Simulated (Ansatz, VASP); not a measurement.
AlGa3N4 in VASP and in Ansatz

```
Al Ga N
1.0
     5.14235    0.00000    0.00012
     0.00000    3.16498    0.00000
    -0.00359    0.00000    5.47849
Al Ga N
1 3 4
Direct
  0.00060 0.50000 0.66736
  0.49912 0.50000 0.33492
  0.49903 0.00000 0.83156
  0.99986 0.00000 0.16618
  0.11176 0.50000 0.34540
  0.10973 0.00000 0.83168
  0.61253 0.00000 0.17152
  0.62332 0.50000 0.67260
```

Change from the starting cell: all N atoms moved +0.050 Å, as atom 5 towards its neighbour atom 8 (N) at 3.087 Å.

Alike in both runs: task single point; functional PBEsol; k mesh 6 × 8 × 6; occupations gaussian, width 0.05 eV; no spin polarisation.

|  | VASP | Ansatz |
| --- | --- | --- |
| version | VASP 6.6.1 | Ansatz 0.2.0 |
| potentials or method | VASP PAW PBE potentials, release 64 (Al, Ga_d, N), cutoff 520 eV | scalar-relativistic, plane waves, PAW |
| valence electrons in the cell | 62 | 62 |

|  | VASP | Ansatz | Ansatz less VASP |
| --- | --- | --- | --- |
| gap on the k mesh at the Fermi level (eV) | 2.37 | 2.35 | -0.018 |
| least direct gap on the mesh (eV) | 2.37 | 2.35 | -0.018 |
| pressure (GPa) | 0.1 | 0.3 | +0.16 |
| traceless stress, the component that is largest in VASP (GPa) | -2.80 | -2.86 | -0.060 |
| rms of the force components (eV/Å) | 0.354 | 0.356 | +0.0023 |

VASP's potentials were made for PBE, not for PBEsol. Atom by atom the forces differ by 0.006 eV/Å (rms over components). The functional is the same, so the differences come from potentials, cutoffs and numerics.
